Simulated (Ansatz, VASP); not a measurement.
## CsPbCl3 in VASP and in Ansatz

Contents of INCAR:

```
SYSTEM = CsPbCl3
PREC     = Accurate       ! precision mode
ENCUT    = 520            ! plane-wave cutoff, eV
EDIFF    = 1E-7           ! SCF threshold, eV
ISMEAR   = 0              ! smearing method
SIGMA    = 0.05           ! smearing width, eV
LREAL    = .FALSE.        ! projectors in reciprocal space
LASPH    = .TRUE.         ! aspherical terms in the spheres
NELM     = 60             ! most SCF steps
ALGO     = Normal         ! electronic algorithm
ISIF     = 2              ! what is computed and relaxed
LWAVE    = .FALSE.        ! write WAVECAR
LCHARG   = .FALSE.        ! write CHGCAR
GGA      = PS             ! functional
NBANDS   = 30             ! bands
```

File KPOINTS:

```
regular mesh
0
G
  6 6 6
  0 0 0
```

POSCAR

```
CsPbCl3
1.0
    5.3247500000      0.0000000000      0.0000000000
    0.0000000000      5.3247500000      0.0000000000
    0.0000000000      0.0000000000      5.6050000000
Cs Pb Cl
1 1 3
Direct
    0.0000000000      0.0000000000      0.0000000000
    0.5000000000      0.5000000000      0.5000000000
    0.0000000000      0.5000000000      0.5000000000
    0.5000000000      0.0000000000      0.5000000000
    0.5000000000      0.5000000000      0.0000000000
```

Input for Ansatz:

```yaml
crystal:
  lattice:
    - [5.32475, 0.0, 0.0]
    - [0.0, 5.32475, 0.0]
    - [0.0, 0.0, 5.605]
  atoms:
    - { symbol: Cs, position: [0.0, 0.0, 0.0] }
    - { symbol: Pb, position: [0.5, 0.5, 0.5] }
    - { symbol: Cl, position: [0.0, 0.5, 0.5] }
    - { symbol: Cl, position: [0.5, 0.0, 0.5] }
    - { symbol: Cl, position: [0.5, 0.5, 0.0] }
basis:
  ecutwfc: 420
kpoints:
  mp_grid: { grid: [6, 6, 6] }
hamiltonian:
  xc: pbesol
scf:
  occupations: { method: gaussian, width: 0.05 }
output:
  forces: true
  stress: true
  eigenvalues: true
```

Change from the starting cell: strain -0.050 along x and y, +0.000 along z, atoms carried along.

Alike in both runs: task single point; functional PBEsol; k mesh 6 × 6 × 6; occupations gaussian, width 0.05 eV; no spin polarisation.

|  | VASP | Ansatz |
| --- | --- | --- |
| version | VASP 6.6.1 | Ansatz 0.2.0 |
| potentials or method | VASP PAW PBE potentials, release 64 (Cs_sv, Pb_d, Cl), cutoff 520 eV | scalar-relativistic, plane waves, PAW |
| valence electrons in the cell | 44 | 44 |

|  | VASP | Ansatz | Ansatz less VASP |
| --- | --- | --- | --- |
| gap on the k mesh at the Fermi level (eV) | 0.94 | 0.94 | -0.008 |
| least direct gap on the mesh (eV) | 0.94 | 0.94 | -0.008 |
| pressure (GPa) | 3.7 | 3.8 | +0.03 |
| traceless stress, the component that is largest in VASP (GPa) | -2.59 | -2.59 | +0.004 |

VASP's potentials were made for PBE, not for PBEsol.

Neither program's run includes spin-orbit coupling.
